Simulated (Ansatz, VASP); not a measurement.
**KI: VASP beside Ansatz**

File INCAR:

```
PREC = Accurate
ENCUT = 520
EDIFF = 1E-6
ISMEAR = 0
SIGMA = 0.05
LREAL = F
LASPH = T
NELM = 60
ALGO = Normal
ISIF = 2
LWAVE = F
LCHARG = F
GGA = PE
NBANDS = 15
```

KPOINTS

```
Automatic mesh
0
Gamma
  6 6 6
```

Contents of POSCAR:

```
KI
1.0
    0.0000000000      3.6350372992      3.5873258652
    3.6350372992      0.0000000000      3.5873258652
    3.6350372992      3.6350372992      0.0000000000
K I
1 1
Direct
   -0.0889241769     -0.0889241769      0.0889241769
    0.5273968612      0.5273968612      0.4726031388
```

Input for Ansatz:

```yaml
crystal:
  lattice:
    - [0.0, 3.6350372992, 3.5873258652]
    - [3.6350372992, 0.0, 3.5873258652]
    - [3.6350372992, 3.6350372992, 0.0]
  atoms:
    - { symbol: K, position: [-0.0889241769, -0.0889241769, 0.0889241769] }
    - { symbol: I, position: [0.5273968612, 0.5273968612, 0.4726031388] }
basis:
  ecutwfc: 420
kpoints:
  mp_grid: { grid: [6, 6, 6] }
hamiltonian:
  xc: pbe
scf:
  occupations: { method: gaussian, width: 0.05 }
output:
  forces: true
  stress: true
  eigenvalues: true
```

Change from the starting cell: mode 6 frozen in at -0.638 Å, equal normal strain along x and y +0.0133.

Alike in both runs: task single point; functional PBE; k mesh 6 × 6 × 6; occupations gaussian, width 0.05 eV; no spin polarisation.

|  | VASP | Ansatz |
| --- | --- | --- |
| version | VASP 6.6.1 | Ansatz 0.2.0 |
| potentials or method | VASP PAW PBE potentials, release 64 (K_sv, I), cutoff 520 eV | scalar-relativistic, plane waves, PAW |
| valence electrons in the cell | 16 | 26 |

```csv
,VASP,Ansatz,Ansatz less VASP
gap on the k mesh at the Fermi level (eV),3.82,3.83,+0.007
least direct gap on the mesh (eV),3.82,3.83,+0.007
pressure (GPa),3.4,3.3,-0.06
"traceless stress, the component that is largest in VASP (GPa)",7.89,7.81,-0.080
rms of the force components (eV/Å),1.505,1.490,-0.0155
```

Atom by atom the forces differ by 0.015 eV/Å (rms over components). VASP's potentials hold 16 valence electrons a cell and Ansatz's 26, so a difference there can come from the potentials and not from the codes.

Spin-orbit coupling is off throughout.
